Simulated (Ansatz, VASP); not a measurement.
**Cs2Na: VASP beside Ansatz**

INCAR

```
SYSTEM = Cs2Na
PREC     = Accurate       ! precision mode
ENCUT    = 520            ! plane-wave cutoff, eV
EDIFF    = 1E-6           ! SCF threshold, eV
ISMEAR   = 0              ! smearing method
SIGMA    = 0.1            ! smearing width, eV
LREAL    = .False.        ! projectors in reciprocal space
LASPH    = .True.         ! aspherical terms in the spheres
NELM     = 60             ! most SCF steps
ALGO     = Fast           ! electronic algorithm
ISIF     = 2              ! what is computed and relaxed
LWAVE    = .False.        ! write WAVECAR
LCHARG   = .False.        ! write CHGCAR
GGA      = PE             ! functional
NBANDS   = 20             ! bands
```

The input KPOINTS:

```
Automatic mesh
0
Gamma
  6 6 6
  0 0 0
```

File POSCAR:

```
Cs2Na
1.0
   -2.2221373347      2.2221373347      5.4511806491
    2.2221373347     -2.2221373347      5.4511806491
    2.2221373347      2.2221373347     -5.4511806491
Cs Na
2 1
Direct
    0.6650000000      0.6650000000      0.0000000000
    0.3350000000      0.3350000000      0.0000000000
    0.0000000000      0.0000000000      0.0000000000
```

Input for Ansatz:

```yaml
crystal:
  lattice:
    - [-2.2221373347, 2.2221373347, 5.4511806491]
    - [2.2221373347, -2.2221373347, 5.4511806491]
    - [2.2221373347, 2.2221373347, -5.4511806491]
  atoms:
    - { symbol: Cs, position: [0.665, 0.665, 0.0] }
    - { symbol: Cs, position: [0.335, 0.335, 0.0] }
    - { symbol: Na, position: [0.0, 0.0, 0.0] }
basis:
  ecutwfc: 420
kpoints:
  mp_grid: { grid: [6, 6, 6] }
hamiltonian:
  xc: pbe
scf:
  occupations: { method: gaussian, width: 0.1 }
  lower_state_search: "off"
output:
  forces: true
  stress: true
  eigenvalues: true
```

Alike in both runs: task single point; functional PBE; k mesh 6 × 6 × 6; occupations gaussian, width 0.1 eV; no spin polarisation.

|  | VASP | Ansatz |
| --- | --- | --- |
| version | VASP 6.6.1 | Ansatz 0.2.0 |
| potentials or method | VASP PAW PBE potentials, release 64 (Cs_sv, Na_pv), cutoff 520 eV | scalar-relativistic, plane waves, PAW |
| valence electrons in the cell | 25 | 27 |

VASP gave:

```
gap on the k mesh at the Fermi level (eV)                     : none
pressure (GPa)                                                : 8.2
traceless stress, the component that is largest in VASP (GPa) : 0.41
rms of the force components (eV/Å)                            : 0.016
```

**Question.** Which values does Ansatz return?

**Answer.** gap on the k mesh at the Fermi level (eV): none; pressure (GPa): 8.1; traceless stress, the component that is largest in VASP (GPa): 0.39; rms of the force components (eV/Å): 0.022.

Atom by atom the forces differ by 0.006 eV/Å (rms over components). A gap of «none» marks a metal or a gap that the smearing closes. With one functional, cell and mesh, what is left measures potentials, basis and numerics. VASP's potentials hold 25 valence electrons a cell and Ansatz's 27, so a difference there can come from the potentials and not from the codes.

Neither program's run includes spin-orbit coupling.
